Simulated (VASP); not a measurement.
# C16O31 (a cell with a defect) in VASP: electric field gradients with PBE

Aim: the electric field gradients of C16O31 (a cell with a defect) with PBE.

Program: VASP 6.6.1. These are calculated values, not measurements. Logs are shortened: lines on timing, memory, paths and dates and some standing lists are left out, and cuts for length are marked.

## 1. The cell of the first run

The cell holds a defect, 47 atoms: a = 9.521 Å, b = 9.521 Å, c = 9.521 Å, α = 109.47°, β = 109.47°, γ = 109.47°.

## 2. Electric field gradients, PBE

The input, INCAR:

```
SYSTEM = C16O31
ALGO = Normal ; EDIFF = 1E-8
ENCUT = 520 ; GGA = PE
ISIF = 2 ; ISMEAR = -1
LASPH = .TRUE. ; LCHARG = .FALSE.
LEFG = .TRUE. ; LREAL = Auto
LWAVE = .FALSE. ; NBANDS = 154
NELECT = 248.0 ; NELM = 100
PREC = Accurate ; SIGMA = 0.01
```

The input, KPOINTS:

```
k-points
0
G
  3 3 3
  0 0 0
```

The input, POSCAR:

```
C16O31
1.0
   -5.4970732800      5.4970732800      5.4970732800
    5.4970732800     -5.4970732800      5.4970732800
    5.4970732800      5.4970732800     -5.4970732800
C O
16 31
Direct
    0.0000000000      0.0000000000      0.0000000000
    0.5000000000      0.5000000000      0.0000000000
    0.5000000000      0.0000000000      0.5000000000
    0.0000000000      0.5000000000      0.5000000000
    0.2500000000      0.5000000000      0.2500000000
    0.7500000000      0.0000000000      0.2500000000
    0.7500000000      0.5000000000      0.7500000000
    0.2500000000      0.0000000000      0.7500000000
    0.2500000000      0.2500000000      0.5000000000
    0.7500000000      0.7500000000      0.5000000000
    0.7500000000      0.2500000000      0.0000000000
    0.2500000000      0.7500000000      0.0000000000
    0.5000000000      0.2500000000      0.2500000000
    0.0000000000      0.7500000000      0.2500000000
    0.0000000000      0.2500000000      0.7500000000
    0.5000000000      0.7500000000      0.7500000000
    0.6225369800      0.6225369800      0.1225369800
    0.6225369800      0.1225369800      0.6225369800
    0.1225369800      0.6225369800      0.6225369800
    0.7500000000      0.5000000000      0.6274630200
    0.2500000000      0.0000000000      0.6274630200
    0.2500000000      0.5000000000      0.1274630200
    0.7500000000      0.0000000000      0.1274630200
    0.6274630200      0.7500000000      0.5000000000
    0.1274630200      0.2500000000      0.5000000000
    0.1274630200      0.7500000000      0.0000000000
    0.6274630200      0.2500000000      0.0000000000
    0.5000000000      0.6274630200      0.7500000000
    0.0000000000      0.1274630200      0.7500000000
    0.0000000000      0.6274630200      0.2500000000
    0.5000000000      0.1274630200      0.2500000000
    0.8774630200      0.8774630200      0.8774630200
    0.3774630200      0.3774630200      0.8774630200
    0.3774630200      0.8774630200      0.3774630200
    0.8774630200      0.3774630200      0.3774630200
    0.2500000000      0.5000000000      0.3725369800
    0.7500000000      0.0000000000      0.3725369800
    0.7500000000      0.5000000000      0.8725369800
    0.2500000000      0.0000000000      0.8725369800
    0.3725369800      0.2500000000      0.5000000000
    0.8725369800      0.7500000000      0.5000000000
    0.8725369800      0.2500000000      0.0000000000
    0.3725369800      0.7500000000      0.0000000000
    0.5000000000      0.3725369800      0.2500000000
    0.0000000000      0.8725369800      0.2500000000
    0.0000000000      0.3725369800      0.7500000000
    0.5000000000      0.8725369800      0.7500000000
```

Potentials or basis: VASP PAW PBE potentials, release 64 (C, O).

On the command line:

```bash
$ cat potpaw_PBE.64/C/POTCAR potpaw_PBE.64/O/POTCAR > POTCAR
$ mpirun -np 1 vasp_std > vasp.out
```

OUTCAR:

```text
SYSTEM = C16O31
   EDIFF = 1E-8
   ENCUT = 520
   GGA = PE
   ISIF = 2
   ISMEAR = -1
   LASPH = .TRUE.
   LREAL = Auto
   NELECT = 248.0
   NELM = 100
   PREC = Accurate

 ion  position               nearest neighbor table
   1  0.000  0.000  0.000-  32 1.17
   2  0.500  0.500  0.000-  17 1.17  33 1.17
   3  0.500  0.000  0.500-  18 1.17  34 1.17
   4  0.000  0.500  0.500-  19 1.17  35 1.17
   5  0.250  0.500  0.250-  22 1.17  36 1.17
   6  0.750  0.000  0.250-  23 1.17  37 1.17
   7  0.750  0.500  0.750-  20 1.17  38 1.17
   8  0.250  0.000  0.750-  21 1.17  39 1.17
   9  0.250  0.250  0.500-  25 1.17  40 1.17
  10  0.750  0.750  0.500-  24 1.17  41 1.17
  11  0.750  0.250  0.000-  27 1.17  42 1.17
  12  0.250  0.750  0.000-  26 1.17  43 1.17
  13  0.500  0.250  0.250-  31 1.17  44 1.17
  14  0.000  0.750  0.250-  30 1.17  45 1.17
  15  0.000  0.250  0.750-  29 1.17  46 1.17
  16  0.500  0.750  0.750-  28 1.17  47 1.17
  17  0.623  0.623  0.123-   2 1.17
[... 28 lines left out ...]
  46  0.000  0.373  0.750-  15 1.17
  47  0.500  0.873  0.750-  16 1.17

  LATTYP: Found a body centered cubic cell.
 ALAT       =    10.9941465600

  Lattice vectors:

 A1 = (  -5.4970732800,   5.4970732800,   5.4970732800)
 A2 = (   5.4970732800,  -5.4970732800,   5.4970732800)
 A3 = (   5.4970732800,   5.4970732800,  -5.4970732800)

Analysis of symmetry for initial positions (statically):
=====================================================================
 Subroutine PRICEL returns:
 Original cell was already a primitive cell.

 Routine SETGRP: Setting up the symmetry group for a
 body centered cubic supercell.

 Subroutine GETGRP returns: Found  3 space group operations
 (whereof  3 operations were pure point group operations)
 out of a pool of 48 trial point group operations.

The static configuration has the point symmetry C_3 .

Analysis of symmetry for dynamics (positions and initial velocities):
=====================================================================
 Subroutine PRICEL returns:
 Original cell was already a primitive cell.

 Routine SETGRP: Setting up the symmetry group for a
 body centered cubic supercell.

 Subroutine GETGRP returns: Found  3 space group operations
 (whereof  3 operations were pure point group operations)
 out of a pool of 48 trial point group operations.

The dynamic configuration has the point symmetry C_3 .

 Subroutine INISYM returns: Found  3 space group operations
 (whereof  3 operations are pure point group operations),
 and found     1 'primitive' translations

----------------------------------------------------------------------------------------

                                     Primitive cell

  volume of cell :     664.4382

  direct lattice vectors                    reciprocal lattice vectors
    -5.497073280  5.497073280  5.497073280     0.000000000  0.090957492  0.090957492
     5.497073280 -5.497073280  5.497073280     0.090957492  0.000000000  0.090957492
     5.497073280  5.497073280 -5.497073280     0.090957492  0.090957492  0.000000000

  length of vectors
     9.521210214  9.521210214  9.521210214     0.128633319  0.128633319  0.128633319

  position of ions in fractional coordinates (direct lattice)
     0.000000000  0.000000000  0.000000000
     0.500000000  0.500000000  0.000000000
     0.500000000  0.000000000  0.500000000
     0.000000000  0.500000000  0.500000000
     0.250000000  0.500000000  0.250000000
     0.750000000  0.000000000  0.250000000
[... 39 lines left out ...]
     0.000000000  0.372536980  0.750000000
     0.500000000  0.872536980  0.750000000

  ion indices of the primitive-cell ions
   primitive index   ion index
                 1           1
                 2           2
                 3           3
                 4           4
                 5           5
                 6           6
[... 39 lines left out ...]
                46          46
                47          47

----------------------------------------------------------------------------------------

 KPOINTS: k-points

[... 53 lines left out ...]
   NFREE  =      0    steps in history (QN), initial steepest desc. (CG)
   ISIF   =      2    stress and relaxation
   ISYM   =      2    0-nonsym 1-usesym 2-fastsym
   POTIM  = 0.5000    time-step for ionic-motion
   TEBEG  =    0.0;   TEEND  =   0.0 temperature during run
   PSTRESS=    0.0 pullay stress
   NELECT =     248.0000    total number of electrons
   NUPDOWN=      -1.0000    fix difference up-down
   EMIN   =  10.00;   EMAX   =-10.00  energy-range for DOS
   EFERMI =   0.00;   METHOD = LEGACY
   ISMEAR =    -1;   SIGMA  =   0.01  broadening in eV -4-tet -1-fermi 0-gaus
   EFERMI_NEDOS =   21; number of points for ismear=-14 and -15
   IALGO  =     38    algorithm
   IMIX   =      4    mixing-type and parameters
     AMIX     =   0.40;   BMIX     =  1.00
     AMIX_MAG =   1.60;   BMIX_MAG =  1.00
  volume/ion in A,a.u.               =      14.14        95.40
  Fermi-wavevector in a.u.,A,eV,Ry     =   1.178711  2.227440 18.903373  1.389359
  Thomas-Fermi vector in A             =   2.315035
   LORBIT       =      0    0 simple, 1 ext, 2 COOP (PROOUT), +10 PAW based schemes
   GGA     = PE    functional components
   LHFCALC =     F    Hartree Fock is set to
   AEXX    =    0.0000 exact exchange contribution
   IVDW    =     0    specifies the selected vdW correction
   LEPSILON=     F    determine dielectric tensor
   LRPA    =     F    only Hartree local field effects (RPA)
 non-spin polarized calculation
  energy-cutoff  :      520.00
  volume of cell :      664.44
 maximum number of plane-waves:     17912
   NGX = 35   NGY = 35   NGZ = 35

 number of electron     248.0000041 magnetization

 Free energy of the ion-electron system (eV)
  ---------------------------------------------------
  ext. energy  EPLUGINS =         0.00000000
  ---------------------------------------------------
  free energy    TOTEN  =      -352.71033225 eV

  energy without entropy =     -352.69085469  energy(sigma->0) =     -352.70059347

 E-fermi :  -3.6023     XC(G=0):  -8.0166

 val. band max:       -3.6041653726   @ k =   0.3333   0.3333   0.0000
 cond. band min:      -3.5854905983   @ k =   0.3333   0.0000   0.0000
 fundamental gap:      0.0186747743
 Fermi energy:        -3.6023155829

 k-point     1 :       0.0000    0.0000    0.0000
  band No.  band energies     occupation
      1     -24.2198      2.00000
      2     -24.0530      2.00000
      3     -24.0522      2.00000
      4     -24.0522      2.00000
      5     -24.0465      2.00000
      6     -24.0465      2.00000
[... 823 lines left out ...]
    135       4.4705      0.00000
    136       4.5299      0.00000
 [bands above 136 left out]

------------------------ aborting loop because EDIFF is reached ----------------------------------------

  FORCE on cell =-STRESS in cart. coord.  units (eV):
  Direction    XX          YY          ZZ          XY          YZ          ZX
  --------------------------------------------------------------------------------------
  -------------------------------------------------------------------------------------
  Total        5.2857863      5.2857863      5.2857863     -1.9242721     -1.9242721     -1.9242721
  in kB       12.7457565     12.7457565     12.7457565     -4.6400482     -4.6400482     -4.6400482
  external PRESSURE =      12.7457565 kB  Pullay stress =       0.0000000 kB

 VOLUME and BASIS-vectors are now :
 -----------------------------------------------------------------------------
  energy-cutoff  :      520.00
  volume of cell :      664.44
      direct lattice vectors                 reciprocal lattice vectors
    -5.497073280  5.497073280  5.497073280     0.000000000  0.090957492  0.090957492
     5.497073280 -5.497073280  5.497073280     0.090957492  0.000000000  0.090957492
     5.497073280  5.497073280 -5.497073280     0.090957492  0.090957492  0.000000000

 POSITION                                       TOTAL-FORCE (eV/Angst)
 -----------------------------------------------------------------------------------
      0.00000      0.00000      0.00000        -1.482220     -1.482220     -1.482220
      0.00000      0.00000      5.49707        -0.004966     -0.007209     -0.008710
      0.00000      5.49707      0.00000        -0.007209     -0.008710     -0.004966
      5.49707      0.00000      0.00000        -0.008710     -0.004966     -0.007209
      2.74854      0.00000      2.74854        -0.016730     -0.032574      0.027778
     -2.74854      5.49707      2.74854        -0.006665     -0.013501      0.022443
[... 39 lines left out ...]
      6.17067      2.07494     -2.07494         0.555892     -0.548485      0.548591
      6.17067      2.07494      3.42213         0.538760     -0.526024      0.535832
 -----------------------------------------------------------------------------------
    total drift:                                0.004032      0.004032      0.004032

  FREE ENERGIE OF THE ION-ELECTRON SYSTEM (eV)
  ---------------------------------------------------
  free  energy   TOTEN  =      -352.7103322457 eV

  energy  without entropy=     -352.6908546945  energy(sigma->0) =     -352.70059347

 Electric field gradients (V/A^2)
---------------------------------------------------------------------
 ion       V_xx      V_yy      V_zz      V_xy      V_xz      V_yz
---------------------------------------------------------------------
   1       0.000    -0.000    -0.000   -44.763   -44.763   -44.763
   2       0.003     0.031    -0.034   -25.205   -25.134   -25.160
   3       0.031    -0.034     0.003   -25.160   -25.205   -25.134
   4      -0.034     0.003     0.031   -25.134   -25.160   -25.205
   5       0.014    -0.003    -0.011   -25.185    25.142    25.139
   6       0.009    -0.097     0.088   -25.165    25.106    25.177
[... 39 lines left out ...]
  46       1.855    -0.163    -1.693   -27.349    29.182   -31.215
  47       1.820    -1.366    -0.454   -29.509    27.730   -31.293
---------------------------------------------------------------------

 Electric field gradients after diagonalization (V/A^2)
 (convention: |V_zz| > |V_xx| > |V_yy|)
----------------------------------------------------------------------
 ion       V_xx      V_yy      V_zz     asymmetry (V_yy - V_xx)/ V_zz
----------------------------------------------------------------------
   1      44.763    44.763   -89.526       0.000
   2      25.227    25.106   -50.333       0.002
   3      25.227    25.106   -50.333       0.002
   4      25.227    25.106   -50.333       0.002
   5      25.192    25.119   -50.310       0.001
   6      25.180    25.119   -50.299       0.001
[... 39 lines left out ...]
  46     -32.508   -25.989    58.497       0.111
  47     -32.497   -26.525    59.022       0.101
----------------------------------------------------------------------

           NMR quadrupolar parameters

 Cq : quadrupolar parameter    Cq=e*Q*V_zz/h
 eta: asymmetry parameters     (V_yy - V_xx)/ V_zz
 Q  : nuclear electric quadrupole moment in mb (millibarn)
----------------------------------------------------------------------
 ion       Cq(MHz)       eta       Q (mb)
----------------------------------------------------------------------
   1      -0.216       0.000       1.000
   2      -0.122       0.002       1.000
   3      -0.122       0.002       1.000
   4      -0.122       0.002       1.000
   5      -0.122       0.001       1.000
   6      -0.122       0.001       1.000
[... 39 lines left out ...]
  46       0.141       0.111       1.000
  47       0.143       0.101       1.000
----------------------------------------------------------------------
```

Run time: 47 min. Hardware: 1 thread of AMD EPYC 9R45 (Zen 5), shared host; peak memory 0.94 GiB.

Results:

| Property | Result |
| --- | --- |
| Free energy | -352.7103 eV |
| Largest force | 2.684 eV/Å |

Forces on the atoms (eV/Å):
```
C   -1.482 -1.482 -1.482
C   -0.005 -0.007 -0.009
C   -0.007 -0.009 -0.005
C   -0.009 -0.005 -0.007
C   -0.017 -0.033  0.028
C   -0.007 -0.014  0.022
C   -0.022  0.020 -0.045
C    0.012 -0.011 -0.010
C    0.028 -0.017 -0.033
C   -0.045 -0.022  0.020
C   -0.010  0.012 -0.011
C    0.022 -0.007 -0.014
C   -0.033  0.028 -0.017
C   -0.011 -0.010  0.012
C   -0.014  0.022 -0.007
C    0.020 -0.045 -0.022
O    0.541  0.541  0.538
O    0.541  0.538  0.541
O    0.538  0.541  0.541
O   -0.530 -0.543  0.552
O   -0.550 -0.548  0.544
O   -0.537 -0.539  0.525
O   -0.524 -0.540  0.508
O    0.552 -0.530 -0.543
O    0.525 -0.537 -0.539
O    0.508 -0.524 -0.540
O    0.544 -0.550 -0.548
O   -0.543  0.552 -0.530
O   -0.540  0.508 -0.524
O   -0.548  0.544 -0.550
O   -0.539  0.525 -0.537
O    1.550  1.550  1.550
O   -0.536 -0.534 -0.531
O   -0.534 -0.531 -0.536
O   -0.531 -0.536 -0.534
O    0.501  0.563 -0.584
O    0.549  0.556 -0.548
O    0.536  0.539 -0.526
O    0.567  0.574 -0.533
O   -0.584  0.501  0.563
O   -0.526  0.536  0.539
O   -0.533  0.567  0.574
O   -0.548  0.549  0.556
O    0.563 -0.584  0.501
O    0.574 -0.533  0.567
O    0.556 -0.548  0.549
O    0.539 -0.526  0.536
```

Electric field gradients, principal values (V/Å²):
| atom | least | middle | greatest (by size) |
| --- | --- | --- | --- |
| 1 C | 44.763 | 44.763 | -89.526 |
| 2 C | 25.106 | 25.227 | -50.333 |
| 3 C | 25.106 | 25.227 | -50.333 |
| 4 C | 25.106 | 25.227 | -50.333 |
| 5 C | 25.119 | 25.192 | -50.310 |
| 6 C | 25.119 | 25.180 | -50.299 |
| 7 C | 25.092 | 25.209 | -50.301 |
| 8 C | 25.066 | 25.201 | -50.267 |
| 9 C | 25.119 | 25.192 | -50.310 |
| 10 C | 25.092 | 25.209 | -50.301 |
| 11 C | 25.066 | 25.201 | -50.267 |
| 12 C | 25.119 | 25.180 | -50.299 |
| 13 C | 25.119 | 25.192 | -50.310 |
| 14 C | 25.066 | 25.201 | -50.267 |
| 15 C | 25.119 | 25.180 | -50.299 |
| 16 C | 25.092 | 25.209 | -50.301 |
| 17 O | -27.189 | -31.724 | 58.913 |
| 18 O | -27.189 | -31.724 | 58.913 |
| 19 O | -27.189 | -31.724 | 58.913 |
| 20 O | -27.753 | -31.274 | 59.028 |
| 21 O | -24.449 | -33.859 | 58.308 |
| 22 O | -26.823 | -32.406 | 59.229 |
| 23 O | -24.848 | -32.936 | 57.784 |
| 24 O | -27.753 | -31.274 | 59.028 |
| 25 O | -26.823 | -32.406 | 59.229 |
| 26 O | -24.848 | -32.936 | 57.784 |
| 27 O | -24.449 | -33.859 | 58.308 |
| 28 O | -27.753 | -31.274 | 59.028 |
| 29 O | -24.848 | -32.936 | 57.784 |
| 30 O | -24.449 | -33.859 | 58.308 |
| 31 O | -26.823 | -32.406 | 59.229 |
| 32 O | 21.319 | 21.319 | -42.639 |
| 33 O | -26.950 | -31.997 | 58.947 |
| 34 O | -26.950 | -31.997 | 58.947 |
| 35 O | -26.950 | -31.997 | 58.947 |
| 36 O | -27.891 | -31.274 | 59.164 |
| 37 O | -25.989 | -32.508 | 58.497 |
| 38 O | -26.525 | -32.497 | 59.022 |
| 39 O | -23.081 | -34.570 | 57.651 |
| 40 O | -27.891 | -31.274 | 59.164 |
| 41 O | -26.525 | -32.497 | 59.022 |
| 42 O | -23.081 | -34.570 | 57.651 |
| 43 O | -25.989 | -32.508 | 58.497 |
| 44 O | -27.891 | -31.274 | 59.164 |
| 45 O | -23.081 | -34.570 | 57.651 |
| 46 O | -25.989 | -32.508 | 58.497 |
| 47 O | -26.525 | -32.497 | 59.022 |

Caveat: the cell carries a net charge on a neutralising background, which shifts energy and pressure; the cell is charged against a uniform background, so pressure and absolute levels hang on convention; without QUAD_EFG the Cq values of the log hold for a quadrupole moment of 1 mb, not for the nuclei.
